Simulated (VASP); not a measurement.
# AlN (P6_3mc) in VASP: single point with r2SCAN

Aim: the single point of AlN with r2SCAN.

Everything below comes from runs of VASP 6.6.1. Logs are shortened: lines on timing, memory, paths and dates and some standing lists are left out, and cuts for length are marked.

## 1. The cell of the first run

The structure is hexagonal, space group P6_3mc (No. 186). Conventional cell: a = 3.113 Å, b = 3.113 Å, c = 4.981 Å, α = 90.00°, β = 90.00°, γ = 120.00°. Al (site symmetry 3m) has 4 N at 1.89 Å within 2.5 Å. Within 2.5 Å of N (site symmetry 3m) lie 4 Al at 1.89 Å.

## 2. Single point, r2SCAN

File POSCAR:

```
AlN
1.0
    3.1130000000      0.0000000000      0.0000000000
   -1.5565000000      2.6959370000      0.0000000000
    0.0000000000      0.0000000000      4.9810000000
Al N
2 2
Direct
    0.3333333333      0.6666666667      0.0000000000
    0.6666666667      0.3333333333      0.5000000000
    0.3333333333      0.6666666667      0.3800000000
    0.6666666667      0.3333333333      0.8800000000
```

File INCAR.step1:

```
ALGO = Normal ; EDIFF = 1E-4
ENCUT = 520 ; GGA = PE
ISMEAR = -1 ; LASPH = T
LCHARG = F ; LREAL = F
LWAVE = T ; NBANDS = 16
NELM = 80 ; PREC = Accurate
SIGMA = 0.05
```

File INCAR.step2:

```
ALGO = Normal ; EDIFF = 1E-6
ENCUT = 520 ; ISIF = 2
ISMEAR = -1 ; ISTART = 1
LASPH = T ; LCHARG = F
LMIXTAU = T ; LREAL = F
LWAVE = F ; METAGGA = R2SCAN
NBANDS = 16 ; NELM = 80
PREC = Accurate ; SIGMA = 0.05
```

File KPOINTS:

```
k-points
0
Gamma
  12 12 6
```

Potentials or basis: VASP PAW PBE potentials, release 64 (Al, N).

On the command line:

```console
$ cat potpaw_PBE.64/Al/POTCAR potpaw_PBE.64/N/POTCAR > POTCAR
$ cp INCAR.step1 INCAR
$ mpirun -np 1 vasp_std > vasp.out
$ cp INCAR.step2 INCAR
$ mpirun -np 1 vasp_std > vasp.out
```

OUTCAR:

```text
EDIFF = 1E-6
   ENCUT = 520
   ISIF = 2
   ISMEAR = -1
   ISTART = 1
   LASPH = T
   LREAL = F
   METAGGA = R2SCAN
   NELM = 80
   PREC = Accurate

 ion  position               nearest neighbor table
   1  0.333  0.667  0.000-   3 1.89   4 1.89   4 1.89   4 1.89   2 3.07   2 3.07   2 3.07   2 3.07
                             2 3.07   2 3.07
   2  0.667  0.333  0.500-   4 1.89   3 1.89   3 1.89   3 1.89   1 3.07   1 3.07   1 3.07   1 3.07
                             1 3.07   1 3.07
   3  0.333  0.667  0.380-   1 1.89   2 1.89   2 1.89   2 1.89
   4  0.667  0.333  0.880-   2 1.89   1 1.89   1 1.89   1 1.89

  LATTYP: Found a hexagonal cell.
 ALAT       =     3.1130000000
 C/A-ratio  =     1.6000642467

  Lattice vectors:

 A1 = (   3.1130000000,   0.0000000000,   0.0000000000)
 A2 = (  -1.5565000000,   2.6959370000,   0.0000000000)
 A3 = (   0.0000000000,   0.0000000000,   4.9810000000)

Analysis of symmetry for initial positions (statically):
=====================================================================
 Subroutine PRICEL returns:
 Original cell was already a primitive cell.

 Routine SETGRP: Setting up the symmetry group for a
 hexagonal supercell.

 Subroutine GETGRP returns: Found 12 space group operations
 (whereof  6 operations were pure point group operations)
 out of a pool of 24 trial point group operations.

The static configuration has the point symmetry C_3v.
 The point group associated with its full space group is C_6v.

Analysis of symmetry for dynamics (positions and initial velocities):
=====================================================================
 Subroutine PRICEL returns:
 Original cell was already a primitive cell.

 Routine SETGRP: Setting up the symmetry group for a
 hexagonal supercell.

 Subroutine GETGRP returns: Found 12 space group operations
 (whereof  6 operations were pure point group operations)
 out of a pool of 24 trial point group operations.

The dynamic configuration has the point symmetry C_3v.
 The point group associated with its full space group is C_6v.

 Subroutine INISYM returns: Found 12 space group operations
 (whereof  6 operations are pure point group operations),
 and found     1 'primitive' translations

----------------------------------------------------------------------------------------

                                     Primitive cell

  volume of cell :      41.8028

  direct lattice vectors                    reciprocal lattice vectors
     3.113000000  0.000000000  0.000000000     0.321233537  0.185464275  0.000000000
    -1.556500000  2.695937000  0.000000000     0.000000000  0.370928549  0.000000000
     0.000000000  0.000000000  4.981000000     0.000000000  0.000000000  0.200762899

  length of vectors
     3.113000000  3.112999929  4.981000000     0.370928541  0.370928549  0.200762899

  position of ions in fractional coordinates (direct lattice)
     0.333333333  0.666666667  0.000000000
     0.666666667  0.333333333  0.500000000
     0.333333333  0.666666667  0.380000000
     0.666666667  0.333333333  0.880000000

  ion indices of the primitive-cell ions
   primitive index   ion index
                 1           1
                 2           2
                 3           3
                 4           4

----------------------------------------------------------------------------------------

 KPOINTS: k-points

Automatic generation of k-mesh.
 Grid dimensions read from file:
 generate k-points for:   12   12    6

 Generating k-lattice:

  Cartesian coordinates                     Fractional coordinates (reciprocal lattice)
     0.026769461  0.015455356  0.000000000     0.083333333  0.000000000  0.000000000
     0.000000000  0.030910712  0.000000000     0.000000000  0.083333333  0.000000000
     0.000000000  0.000000000  0.033460483     0.000000000  0.000000000  0.166666667

  Length of vectors
     0.030910712  0.030910712  0.033460483

  Shift w.r.t. Gamma in fractional coordinates (k-lattice)
     0.000000000  0.000000000  0.000000000

 Subroutine IBZKPT returns following result:
 ===========================================

 Found     76 irreducible k-points:

 Following reciprocal coordinates:
            Coordinates               Weight
  0.000000  0.000000  0.000000      1.000000
  0.083333 -0.000000  0.000000      6.000000
  0.166667 -0.000000  0.000000      6.000000
  0.250000 -0.000000  0.000000      6.000000
  0.333333 -0.000000  0.000000      6.000000
  0.416667  0.000000  0.000000      6.000000
[... 16 lines left out ...]
  0.250000 -0.000000  0.166667     12.000000
  0.333333 -0.000000  0.166667     12.000000
 [... further k-points ...]
   k-points           NKPTS =     76   k-points in BZ     NKDIM =     76   number of bands    NBANDS=     16
   number of dos      NEDOS =    301   number of ions     NIONS =      4
   total plane-waves  NPLWV =  23040
   dimension x,y,z NGX =    24 NGY =   24 NGZ =   40
   dimension x,y,z NGXF=    48 NGYF=   48 NGZF=   80
   ions per type =               2   2
   NGX,Y,Z   is equivalent  to a cutoff of  12.82, 12.82, 13.35 a.u.
   NGXF,Y,Z  is equivalent  to a cutoff of  25.63, 25.63, 26.70 a.u.
 SYSTEM =  unknown system
   PREC   = accura    normal or accurate (medium, high low for compatibility)
   ISTART =      1    job   : 0-new  1-cont  2-samecut
   ICHARG =      0    charge: 1-file 2-atom 10-const
   ISPIN  =      1    spin polarized calculation?
   LNONCOLLINEAR =      F non collinear calculations
   LSORBIT =      F    spin-orbit coupling
   LASPH  =      T    aspherical Exc in radial PAW
   ENCUT  =  520.0 eV  38.22 Ry    6.18 a.u.   5.79  5.79  9.26*2*pi/ulx,y,z
   NELM   =     80;   NELMIN=  2; NELMDL=  0     # of ELM steps
   EDIFF  = 0.1E-05   stopping-criterion for ELM
   LREAL  =      F    real-space projection
   EDIFFG = 0.1E-04   stopping-criterion for IOM
   NSW    =      0    number of steps for IOM
   IBRION =     -1    ionic relax: 0-MD 1-quasi-New 2-CG
   NFREE  =      0    steps in history (QN), initial steepest desc. (CG)
   ISIF   =      2    stress and relaxation
   ISYM   =      2    0-nonsym 1-usesym 2-fastsym
   POTIM  = 0.5000    time-step for ionic-motion
   TEBEG  =    0.0;   TEEND  =   0.0 temperature during run
   PSTRESS=    0.0 pullay stress
   NELECT =      16.0000    total number of electrons
   NUPDOWN=      -1.0000    fix difference up-down
   EMIN   =  10.00;   EMAX   =-10.00  energy-range for DOS
   EFERMI =   0.00;   METHOD = LEGACY
   ISMEAR =    -1;   SIGMA  =   0.05  broadening in eV -4-tet -1-fermi 0-gaus
   EFERMI_NEDOS =   21; number of points for ismear=-14 and -15
   IALGO  =     38    algorithm
   IMIX   =      4    mixing-type and parameters
     AMIX     =   0.40;   BMIX     =  1.00
     AMIX_MAG =   1.60;   BMIX_MAG =  1.00
  volume/ion in A,a.u.               =      10.45        70.52
  Fermi-wavevector in a.u.,A,eV,Ry     =   1.188629  2.246183 19.222843  1.412839
  Thomas-Fermi vector in A             =   2.324754
   LORBIT       =      0    0 simple, 1 ext, 2 COOP (PROOUT), +10 PAW based schemes
   METAGGA = R2SCAN    functional components
   LHFCALC =     F    Hartree Fock is set to
   AEXX    =    0.0000 exact exchange contribution
   IVDW    =     0    specifies the selected vdW correction
   LEPSILON=     F    determine dielectric tensor
   LRPA    =     F    only Hartree local field effects (RPA)
 non-spin polarized calculation
  energy-cutoff  :      520.00
  volume of cell :       41.80
 maximum number of plane-waves:      1152
 NGX is ok and might be reduce to    24
   NGX = 11   NGY = 11   NGZ = 19

 number of electron      15.9999997 magnetization

 Free energy of the ion-electron system (eV)
  ---------------------------------------------------
  ext. energy  EPLUGINS =         0.00000000
  ---------------------------------------------------
  free energy    TOTEN  =       -38.45440168 eV

  energy without entropy =      -38.45440168  energy(sigma->0) =      -38.45440168

 E-fermi :   6.7968     XC(G=0): -11.3958

 val. band max:        5.8529461214   @ k =   0.0000   0.0000   0.0000
 cond. band min:      10.7525051042   @ k =   0.0000   0.0000   0.0000
 fundamental gap:      4.8995589828
 Fermi energy:         6.7967880359

 k-point     1 :       0.0000    0.0000    0.0000
  band No.  band energies     occupation
      1     -10.0781      2.00000
      2      -7.9629      2.00000
      3      -0.1786      2.00000
      4       4.9981      2.00000
      5       4.9981      2.00000
      6       5.6619      2.00000
[... 8 lines left out ...]
     15      19.9587      0.00000
     16      19.9632      0.00000

 k-point     2 :       0.0833   -0.0000    0.0000
  band No.  band energies     occupation
      1      -9.9896      2.00000
      2      -7.9135      2.00000
      3      -0.0714      2.00000
      4       4.5889      2.00000
      5       4.8790      2.00000
      6       5.2563      2.00000
[... 8 lines left out ...]
     15      20.0118      0.00000
     16      20.0413      0.00000

 k-point     3 :       0.1667   -0.0000    0.0000
  band No.  band energies     occupation
      1      -9.7319      2.00000
      2      -7.7791      2.00000
      3       0.2442      2.00000
      4       3.5822      2.00000
      5       4.3783      2.00000
      6       4.5991      2.00000
[... 8 lines left out ...]
     15      19.2196      0.00000
     16      19.4853      0.00000

 k-point     4 :       0.2500   -0.0000    0.0000
  band No.  band energies     occupation
      1      -9.3326      2.00000
      2      -7.6026      2.00000
      3       0.7485      2.00000
      4       2.3987      2.00000
      5       3.4004      2.00000
      6       4.2773      2.00000
[... 8 lines left out ...]
     15      18.9958      0.00000
     16      20.1055      0.00000

 k-point     5 :       0.3333   -0.0000    0.0000
  band No.  band energies     occupation
      1      -8.8466      2.00000
      2      -7.4571      2.00000
      3       1.3452      2.00000
      4       1.4018      2.00000
      5       2.5252      2.00000
      6       3.9974      2.00000
[... 8 lines left out ...]
     15      18.9875      0.00000
     16      21.3295      0.00000

 k-point     6 :       0.4167    0.0000    0.0000
  band No.  band energies     occupation
      1      -8.3780      2.00000
      2      -7.4214      2.00000
      3       0.6343      2.00000
      4       1.8941      2.00000
      5       2.1046      2.00000
      6       3.8110      2.00000
[... 8 lines left out ...]
     15      19.4388      0.00000
     16      22.2402      0.00000
[... 267 lines left out ...]
 k-point    21 :       0.0833   -0.0000    0.1667
  band No.  band energies     occupation
      1      -9.8839      2.00000
      2      -8.1065      2.00000
      3       0.2811      2.00000
      4       4.6355      2.00000
      5       4.9240      2.00000
      6       4.9268      2.00000
[... 8 lines left out ...]
     15      19.5360      0.00000
     16      19.6560      0.00000

 k-point    22 :       0.1667   -0.0000    0.1667
  band No.  band energies     occupation
      1      -9.6304      2.00000
      2      -7.9553      2.00000
      3       0.5411      2.00000
      4       3.6495      2.00000
      5       4.1397      2.00000
      6       4.6577      2.00000
[... 8 lines left out ...]
     15      19.3671      0.00000
     16      19.6882      0.00000

 k-point    23 :       0.2500   -0.0000    0.1667
  band No.  band energies     occupation
      1      -9.2388      2.00000
      2      -7.7500      2.00000
      3       0.8896      2.00000
      4       2.5621      2.00000
      5       3.2179      2.00000
      6       4.3454      2.00000
[... 8 lines left out ...]
     15      19.2635      0.00000
     16      20.1811      0.00000

 k-point    24 :       0.3333   -0.0000    0.1667
  band No.  band energies     occupation
      1      -8.7656      2.00000
      2      -7.5645      2.00000
      3       0.9224      2.00000
      4       1.8996      2.00000
      5       2.5117      2.00000
      6       4.0719      2.00000
[... 8 lines left out ...]
     15      19.3466      0.00000
     16      21.2300      0.00000

 [... further k-points ...]

------------------------ aborting loop because EDIFF is reached ----------------------------------------

  FORCE on cell =-STRESS in cart. coord.  units (eV):
  Direction    XX          YY          ZZ          XY          YZ          ZX
  --------------------------------------------------------------------------------------
  -------------------------------------------------------------------------------------
  Total       -0.5016994     -0.5016993     -0.0271906      0.0000000      0.0000000      0.0000000
  in kB      -19.2286475    -19.2286463     -1.0421341      0.0000000      0.0000000      0.0000000
  external PRESSURE =     -13.1664760 kB  Pullay stress =       0.0000000 kB

 VOLUME and BASIS-vectors are now :
 -----------------------------------------------------------------------------
  energy-cutoff  :      520.00
  volume of cell :       41.80
      direct lattice vectors                 reciprocal lattice vectors
     3.113000000  0.000000000  0.000000000     0.321233537  0.185464275  0.000000000
    -1.556500000  2.695937000  0.000000000     0.000000000  0.370928549  0.000000000
     0.000000000  0.000000000  4.981000000     0.000000000  0.000000000  0.200762899

 POSITION                                       TOTAL-FORCE (eV/Angst)
 -----------------------------------------------------------------------------------
     -0.00000      1.79729      0.00000        -0.000000      0.000000     -0.125142
      1.55650      0.89865      2.49050         0.000000      0.000000     -0.125142
     -0.00000      1.79729      1.89278        -0.000000      0.000000      0.125142
      1.55650      0.89865      4.38328         0.000000      0.000000      0.125142
 -----------------------------------------------------------------------------------
    total drift:                               -0.000000     -0.000000     -0.022714

  FREE ENERGIE OF THE ION-ELECTRON SYSTEM (eV)
  ---------------------------------------------------
  free  energy   TOTEN  =       -38.4544016779 eV

  energy  without entropy=      -38.4544016778  energy(sigma->0) =      -38.45440168
```

Wall time 2.1 min (1 thread of Intel Xeon 8259CL, shared host); peak memory 0.19 GiB.

What came out:

| Item | Value |
| --- | --- |
| Free energy | -38.4544 eV |
| Pressure | -1.3 GPa |
| Largest force | 0.125 eV/Å |
| Band gap on the k mesh | 4.90 eV |

Forces on the atoms (eV/Å):
```
Al   0.000  0.000 -0.125
Al   0.000  0.000 -0.125
N    0.000  0.000  0.125
N    0.000  0.000  0.125
```

Levels at points of the mesh, in eV from the valence-band top:
```csv
k point,band 5,band 6,band 7,band 8,band 9,band 10,band 11,band 12
"(0.00, 0.00, 0.00)",-0.85,-0.19,-0.19,0.00,4.90,7.50,11.59,12.02
"(0.50, 0.00, 0.00)",-3.37,-2.11,-1.76,-0.67,6.46,6.55,9.04,11.26
"(0.00, 0.00, 0.50)",-0.53,-0.53,-0.53,-0.53,7.22,7.22,11.30,11.30
"(0.50, 0.00, 0.50)",-1.47,-1.47,-1.37,-1.37,6.00,6.00,10.16,10.16
```

Caveat: the PAW data sets were made with another functional, which shifts forces and pressure a little.
